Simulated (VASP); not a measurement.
Crystal: CdSb2O4.

```
Cd Sb O
1.0
     0.05341   -3.42110   -0.01250
    -5.55759    1.79812    0.01111
     2.65752   -0.06503   -6.24987
Cd Sb O
1 2 4
Direct
  0.02960 0.02846 0.51304
  0.17960 0.43057 0.24335
  0.80489 0.52592 0.74285
  0.20441 0.39732 0.80709
  0.60160 0.29431 0.49811
  0.80036 0.60771 0.16344
  0.37953 0.71572 0.53212
```

```yaml
Program: VASP 6.6.1
Task: relaxation of cell and atoms
Functional: PBE
Potentials_or_basis: VASP PAW PBE potentials, release 64 (Cd, Sb, O)
Cutoff: 600 eV
k_mesh: 4 × 4 × 2
Occupations: gaussian, width 0.1 eV
Spin: no spin polarisation
```

At the start: pressure 19.5 GPa; volume 16.88 Å³/atom.

Q: How do energy, volume and symmetry change on relaxing?

A: Over 25 steps the energy falls by 440.2 meV/atom and the volume is 16.93 Å³/atom (+0.3 %); space group P1 (No. 1, to 0.1 Å) before, P-1 (No. 2, to 0.1 Å).

The path:
```tsv
step	energy change (eV)	largest force (eV/Å)	pressure (GPa)	volume (Å³)
1	0.0000	16.3334	19.46	118.18
2	2.0287	4.1141	-15.66	156.20
3	0.5655	3.7410	-14.49	147.74
4	-0.5023	3.2132	-12.91	141.46
5	-2.2111	2.1768	-6.46	129.53
6	-2.4840	2.2882	0.23	123.78
7	-2.4936	2.0095	-1.52	124.99
8	-2.4958	1.9724	-1.04	124.63
9	-2.8823	1.0918	-2.28	123.91
10	-2.8825	1.1315	-2.29	123.89
11	-3.0199	0.4867	0.53	119.94
12	-3.0207	0.4424	0.82	119.60
13	-3.0443	0.3903	-0.81	120.16
14	-3.0443	0.3891	-0.81	120.16
15	-3.0657	0.1822	-0.25	119.23
16	-3.0702	0.2222	0.21	118.59
17	-3.0760	0.1424	-0.01	118.74
18	-3.0778	0.0986	-0.19	118.87
19	-3.0798	0.0751	0.12	118.54
20	-3.0798	0.0828	0.14	118.52
21	-3.0807	0.0450	-0.13	118.64
22	-3.0807	0.0486	-0.14	118.65
23	-3.0809	0.0671	0.13	118.42
24	-3.0810	0.0341	0.02	118.52
25	-3.0812	0.0223	0.02	118.50
```

Final structure:
```xyz
7
Lattice="0.0334 -3.4162 -0.0149 -5.6048 1.7619 0.0175 2.6904 -0.0524 -6.2129" Properties=species:S:1:pos:R:3 pbc="T T T"
Cd   -4.2615    1.7341   -3.0836
Sb   -1.7630    0.0629   -1.4524
Sb   -1.1118   -1.7676   -4.7692
O     0.0872   -0.0254   -5.0826
O    -0.2664   -1.7436   -2.9314
O    -2.9630   -1.6810   -1.1211
O    -2.6240    0.0364   -3.2797
```

Caveat: the k points lie up to 0.48 Å⁻¹ apart in the final cell.
